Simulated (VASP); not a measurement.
# Sb (Pm-3m) in VASP: further runs

Sb is run at these levels: PBEsol; tasks: single point.

Everything below comes from runs of VASP 6.6.1. Logs are shortened: lines on timing, memory, paths and dates and some standing lists are left out, and cuts for length are marked.

### 1 The cell of the first run

The structure is cubic, space group Pm-3m (No. 221). The conventional cell has a = 3.095 Å, b = 3.095 Å, c = 3.095 Å, α = 90.00°, β = 90.00°, γ = 90.00°. Within 4.1 Å of Sb (site symmetry m-3m) lie 6 Sb at 3.10 Å.

### 2 Single point, PBEsol (volume scaled by 0.94)

The input, INCAR:

```
PREC = Accurate
ENCUT = 520
EDIFF = 1E-6
ISMEAR = -1
SIGMA = 0.05
LREAL = F
LASPH = T
NELM = 60
ALGO = Normal
ISIF = 2
LWAVE = F
LCHARG = F
GGA = PS
NBANDS = 8
```

The input, KPOINTS:

```
Automatic mesh
0
Gamma
  8 8 8
```

The input, POSCAR:

```
Sb
1.0
    3.0954921035      0.0000000000      0.0000000000
    0.0000000000      3.0954921035      0.0000000000
    0.0000000000      0.0000000000      3.0954921035
Sb
1
Direct
    0.0000000000      0.0000000000      0.0000000000
```

Potentials or basis: VASP PAW PBE potentials, release 64 (Sb).

On the command line:

```bash
$ cat potpaw_PBE.64/Sb/POTCAR > POTCAR
$ mpirun -np 1 vasp_std > vasp.out
```

OUTCAR:

```text
PREC = Accurate
   ENCUT = 520
   EDIFF = 1E-6
   ISMEAR = -1
   LREAL = F
   LASPH = T
   NELM = 60
   ISIF = 2
   GGA = PS

 ion  position               nearest neighbor table
   1  0.000  0.000  0.000-

  LATTYP: Found a simple cubic cell.
 ALAT       =     3.0954921035

  Lattice vectors:

 A1 = (   3.0954921035,   0.0000000000,   0.0000000000)
 A2 = (   0.0000000000,   3.0954921035,   0.0000000000)
 A3 = (   0.0000000000,   0.0000000000,   3.0954921035)

Analysis of symmetry for initial positions (statically):
=====================================================================
 Subroutine PRICEL returns:
 Original cell was already a primitive cell.

 Routine SETGRP: Setting up the symmetry group for a
 simple cubic supercell.

 Subroutine GETGRP returns: Found 48 space group operations
 (whereof 48 operations were pure point group operations)
 out of a pool of 48 trial point group operations.

The static configuration has the point symmetry O_h .

Analysis of symmetry for dynamics (positions and initial velocities):
=====================================================================
 Subroutine PRICEL returns:
 Original cell was already a primitive cell.

 Routine SETGRP: Setting up the symmetry group for a
 simple cubic supercell.

 Subroutine GETGRP returns: Found 48 space group operations
 (whereof 48 operations were pure point group operations)
 out of a pool of 48 trial point group operations.

The dynamic configuration has the point symmetry O_h .

 Subroutine INISYM returns: Found 48 space group operations
 (whereof 48 operations are pure point group operations),
 and found     1 'primitive' translations

----------------------------------------------------------------------------------------

                                     Primitive cell

  volume of cell :      29.6612

  direct lattice vectors                    reciprocal lattice vectors
     3.095492103  0.000000000  0.000000000     0.323050412  0.000000000  0.000000000
     0.000000000  3.095492103  0.000000000     0.000000000  0.323050412  0.000000000
     0.000000000  0.000000000  3.095492103     0.000000000  0.000000000  0.323050412

  length of vectors
     3.095492103  3.095492103  3.095492103     0.323050412  0.323050412  0.323050412

  position of ions in fractional coordinates (direct lattice)
     0.000000000  0.000000000  0.000000000

  ion indices of the primitive-cell ions
   primitive index   ion index
                 1           1

----------------------------------------------------------------------------------------

 KPOINTS: Automatic mesh

Automatic generation of k-mesh.
 Grid dimensions read from file:
 generate k-points for:    8    8    8

 Generating k-lattice:

  Cartesian coordinates                     Fractional coordinates (reciprocal lattice)
     0.040381302  0.000000000  0.000000000     0.125000000  0.000000000  0.000000000
     0.000000000  0.040381302  0.000000000     0.000000000  0.125000000  0.000000000
     0.000000000  0.000000000  0.040381302     0.000000000  0.000000000  0.125000000

  Length of vectors
     0.040381302  0.040381302  0.040381302

  Shift w.r.t. Gamma in fractional coordinates (k-lattice)
     0.000000000  0.000000000  0.000000000

 Subroutine IBZKPT returns following result:
 ===========================================

 Found     35 irreducible k-points:

 Following reciprocal coordinates:
            Coordinates               Weight
  0.000000  0.000000  0.000000      1.000000
  0.125000  0.000000  0.000000      6.000000
  0.250000  0.000000  0.000000      6.000000
  0.375000  0.000000  0.000000      6.000000
  0.500000  0.000000  0.000000      3.000000
  0.125000  0.125000  0.000000     12.000000
[... 16 lines left out ...]
  0.375000  0.375000  0.125000     24.000000
  0.500000  0.375000  0.125000     24.000000
 [... further k-points ...]
   k-points           NKPTS =     35   k-points in BZ     NKDIM =     35   number of bands    NBANDS=      8
   number of dos      NEDOS =    301   number of ions     NIONS =      1
   total plane-waves  NPLWV =  13824
   dimension x,y,z NGX =    24 NGY =   24 NGZ =   24
   dimension x,y,z NGXF=    48 NGYF=   48 NGZF=   48
   ions per type =               1
   NGX,Y,Z   is equivalent  to a cutoff of  12.89, 12.89, 12.89 a.u.
   NGXF,Y,Z  is equivalent  to a cutoff of  25.78, 25.78, 25.78 a.u.
 SYSTEM =  unknown system
   PREC   = accura    normal or accurate (medium, high low for compatibility)
   ISTART =      0    job   : 0-new  1-cont  2-samecut
   ICHARG =      2    charge: 1-file 2-atom 10-const
   ISPIN  =      1    spin polarized calculation?
   LNONCOLLINEAR =      F non collinear calculations
   LSORBIT =      F    spin-orbit coupling
   LASPH  =      T    aspherical Exc in radial PAW
   ENCUT  =  520.0 eV  38.22 Ry    6.18 a.u.   5.76  5.76  5.76*2*pi/ulx,y,z
   NELM   =     60;   NELMIN=  2; NELMDL= -5     # of ELM steps
   EDIFF  = 0.1E-05   stopping-criterion for ELM
   LREAL  =      F    real-space projection
   EDIFFG = 0.1E-04   stopping-criterion for IOM
   NSW    =      0    number of steps for IOM
   IBRION =     -1    ionic relax: 0-MD 1-quasi-New 2-CG
   NFREE  =      0    steps in history (QN), initial steepest desc. (CG)
   ISIF   =      2    stress and relaxation
   ISYM   =      2    0-nonsym 1-usesym 2-fastsym
   POTIM  = 0.5000    time-step for ionic-motion
   TEBEG  =    0.0;   TEEND  =   0.0 temperature during run
   PSTRESS=    0.0 pullay stress
   NELECT =       5.0000    total number of electrons
   NUPDOWN=      -1.0000    fix difference up-down
   EMIN   =  10.00;   EMAX   =-10.00  energy-range for DOS
   EFERMI =   0.00;   METHOD = LEGACY
   ISMEAR =    -1;   SIGMA  =   0.05  broadening in eV -4-tet -1-fermi 0-gaus
   EFERMI_NEDOS =   21; number of points for ismear=-14 and -15
   IALGO  =     38    algorithm
   IMIX   =      4    mixing-type and parameters
     AMIX     =   0.40;   BMIX     =  1.00
     AMIX_MAG =   1.60;   BMIX_MAG =  1.00
  volume/ion in A,a.u.               =      29.66       200.16
  Fermi-wavevector in a.u.,A,eV,Ry     =   0.904347  1.708968 11.127438  0.817844
  Thomas-Fermi vector in A             =   2.027783
   LORBIT       =      0    0 simple, 1 ext, 2 COOP (PROOUT), +10 PAW based schemes
   GGA     = PS    functional components
   LHFCALC =     F    Hartree Fock is set to
   AEXX    =    0.0000 exact exchange contribution
   IVDW    =     0    specifies the selected vdW correction
   LEPSILON=     F    determine dielectric tensor
   LRPA    =     F    only Hartree local field effects (RPA)
 non-spin polarized calculation
  energy-cutoff  :      520.00
  volume of cell :       29.66
 maximum number of plane-waves:       840
 NGX is ok and might be reduce to    24
   NGX = 11   NGY = 11   NGZ = 11

 number of electron       4.9999999 magnetization

 Free energy of the ion-electron system (eV)
  ---------------------------------------------------
  ext. energy  EPLUGINS =         0.00000000
  ---------------------------------------------------
  free energy    TOTEN  =        -4.51526333 eV

  energy without entropy =       -4.50804007  energy(sigma->0) =       -4.51165170

 E-fermi :   6.9957     XC(G=0):  -9.7795

 val. band max:        6.9856414466   @ k =   0.3750   0.2500   0.1250
 cond. band min:       7.2695444352   @ k =   0.5000   0.2500   0.0000
 fundamental gap:      0.2839029887
 Fermi energy:         6.9957399996

 k-point     1 :       0.0000    0.0000    0.0000
  band No.  band energies     occupation
      1      -5.3878      2.00000
      2      10.3322      0.00000
      3      10.3322      0.00000
      4      10.3322      0.00000
      5      14.0122      0.00000
      6      14.0122      0.00000
      7      15.2250      0.00000
      8      24.8237      0.00000

 k-point     2 :       0.1250    0.0000    0.0000
  band No.  band energies     occupation
      1      -5.1606      2.00000
      2       8.1008      0.00000
      3      10.5551      0.00000
      4      10.5551      0.00000
      5      14.1930      0.00000
      6      14.8890      0.00000
      7      17.0722      0.00000
      8      23.2138      0.00000

 k-point     3 :       0.2500    0.0000    0.0000
  band No.  band energies     occupation
      1      -4.5027      2.00000
      2       5.0489      2.00000
      3      11.1678      0.00000
      4      11.1678      0.00000
      5      14.7248      0.00000
      6      15.5535      0.00000
      7      20.6665      0.00000
      8      21.0554      0.00000

 k-point     4 :       0.3750    0.0000    0.0000
  band No.  band energies     occupation
      1      -3.5514      2.00000
      2       2.5552      2.00000
      3      11.9488      0.00000
      4      11.9488      0.00000
      5      15.5375      0.00000
      6      16.5534      0.00000
      7      19.2829      0.00000
      8      19.2829      0.00000

 k-point     5 :       0.5000    0.0000    0.0000
  band No.  band energies     occupation
      1      -2.9426      2.00000
      2       1.4203      2.00000
      3      12.3615      0.00000
      4      12.3615      0.00000
      5      16.1346      0.00000
      6      17.5878      0.00000
      7      18.5319      0.00000
      8      18.5319      0.00000
[... 177 lines left out ...]
 k-point    22 :       0.5000    0.2500    0.1250
  band No.  band energies     occupation
      1      -1.8052      2.00000
      2       2.4579      2.00000
      3       7.4751      0.00014
      4      11.2180      0.00000
      5      12.3779      0.00000
      6      15.8995      0.00000
      7      19.6045      0.00000
      8      20.6659      0.00000

 k-point    23 :       0.3750    0.3750    0.1250
  band No.  band energies     occupation
      1      -1.4459      2.00000
      2       4.2677      2.00000
      3       4.6241      2.00000
      4      11.1118      0.00000
      5      11.6294      0.00000
      6      17.4481      0.00000
      7      17.7776      0.00000
      8      20.5511      0.00000

 k-point    24 :       0.5000    0.3750    0.1250
  band No.  band energies     occupation
      1      -0.7985      2.00000
      2       3.2597      2.00000
      3       4.9241      2.00000
      4      10.2593      0.00000
      5      12.0581      0.00000
      6      16.7624      0.00000
      7      18.1764      0.00000
      8      21.1869      0.00000

 [... further k-points ...]
[... 5 lines left out ...]
  --------------------------------------------------------------------------------------
  -------------------------------------------------------------------------------------
  Total       -0.2816391     -0.2816391     -0.2816391      0.0000000      0.0000000      0.0000000
  in kB      -15.2129872    -15.2129872    -15.2129872      0.0000000      0.0000000      0.0000000
  external PRESSURE =     -15.2129872 kB  Pullay stress =       0.0000000 kB

 VOLUME and BASIS-vectors are now :
 -----------------------------------------------------------------------------
  energy-cutoff  :      520.00
  volume of cell :       29.66
      direct lattice vectors                 reciprocal lattice vectors
     3.095492103  0.000000000  0.000000000     0.323050412  0.000000000  0.000000000
     0.000000000  3.095492103  0.000000000     0.000000000  0.323050412  0.000000000
     0.000000000  0.000000000  3.095492103     0.000000000  0.000000000  0.323050412

 POSITION                                       TOTAL-FORCE (eV/Angst)
 -----------------------------------------------------------------------------------
      0.00000      0.00000      0.00000         0.000000      0.000000      0.000000
 -----------------------------------------------------------------------------------
    total drift:                                0.000000      0.000000      0.000000

  FREE ENERGIE OF THE ION-ELECTRON SYSTEM (eV)
  ---------------------------------------------------
  free  energy   TOTEN  =        -4.5152633260 eV

  energy  without entropy=       -4.5080400717  energy(sigma->0) =       -4.51165170
```

Run time: 2.2 s. Hardware: 1 thread of Intel Xeon 6975P-C (Granite Rapids), shared host; peak memory 0.13 GiB.

Results:

```yaml
Free_energy: -4.5153 eV
Pressure: -1.5 GPa
```

Caveat: the PAW data sets were made with another functional, which shifts forces and pressure a little; spin-orbit coupling is left out, which moves the levels of the heavy elements.

### 3 Single point, PBEsol (volume scaled by 0.98)

The input, INCAR:

```
ALGO = Normal ; EDIFF = 1E-6
ENCUT = 520 ; GGA = PS
ISIF = 2 ; ISMEAR = -1
LASPH = T ; LCHARG = F
LREAL = F ; LWAVE = F
NBANDS = 8 ; NELM = 100
PREC = Accurate ; SIGMA = 0.05
```

The input, KPOINTS:

```
k-points
0
Gamma
  8 8 8
```

The input, POSCAR:

```
Sb
1.0
    3.1387913073      0.0000000000      0.0000000000
    0.0000000000      3.1387913073      0.0000000000
    0.0000000000      0.0000000000      3.1387913073
Sb
1
Direct
    0.0000000000      0.0000000000      0.0000000000
```

Potentials or basis: VASP PAW PBE potentials, release 64 (Sb).

On the command line:

```bash
$ cat potpaw_PBE.64/Sb/POTCAR > POTCAR
$ mpirun -np 1 vasp_std > vasp.out
```

Run time: 2.2 s. Hardware: 1 thread of Intel Xeon 6975P-C (Granite Rapids), shared host; peak memory 0.13 GiB.

It converged, with:

| Quantity | Value |
| --- | --- |
| Free energy | -4.4943 eV |
| Pressure | -3.7 GPa |

Levels at points of the mesh, in eV from the Fermi level:
```tsv
k point	band 1	band 2	band 3	band 4	band 5	band 6	band 7
(0.00, 0.00, 0.00)	-12.07	3.23	3.23	3.23	6.97	6.97	7.97
(0.50, 0.00, 0.00)	-9.78	-5.29	5.12	5.12	9.02	10.47	11.29
(0.50, 0.50, 0.00)	-7.36	-3.32	-3.32	2.31	7.02	12.66	13.19
(0.50, 0.50, 0.50)	-4.70	-1.48	-1.48	-1.48	4.92	4.92	4.92
```

Caveat: the PAW data sets were made with another functional, which shifts forces and pressure a little; spin-orbit coupling is left out, which moves the levels of the heavy elements.

(Continued in part 2 of 2.)
